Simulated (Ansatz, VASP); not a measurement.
# V, level by level in two programs

```
CELL_PARAMETERS angstrom
-1.49388 1.49388 1.49388
1.49388 -1.49388 1.49388
1.49388 1.49388 -1.49388
ATOMIC_POSITIONS crystal
V 0.00000 0.00000 0.00000
```

Single points on this cell with VASP 6.6.1 and Ansatz 0.2.0. Each row is one pair of runs. Alike in all rows: spin: collinear, typed start; k mesh: 12 × 12 × 12; smearing: fermi-dirac, width 0.05 eV; Ansatz's potentials, cutoff: Ansatz PAW, 420 eV.

| level | VASP's potentials, cutoff | gap on the k mesh at the Fermi level (eV), VASP | gap on the k mesh at the Fermi level (eV), Ansatz | pressure (GPa), VASP | pressure (GPa), Ansatz | net moment per atom (μB), VASP | net moment per atom (μB), Ansatz |
| --- | --- | --- | --- | --- | --- | --- | --- |
| PBEsol+D4 | VASP PAW PBE potentials, release 64 (V_sv), 520 eV | none | none | -7.4 | -7.6 | 0.01 | 0.00 |
| revPBE+D3(BJ) | VASP PAW PBE potentials, release 64 (V_sv), 520 eV | none | none | -11.1 | -11.3 | 0.00 | 0.00 |
| LDA | VASP PAW LDA potentials, release 64 (V_sv), 520 eV | none | none | -11.4 | -11.8 | 0.00 | 0.00 |

Pressure (GPa): the two programs differ by at most 0.4; net moment per atom (μB): the two programs differ by at most 0.012.

A gap of «none» marks a metal or a gap that the smearing closes.
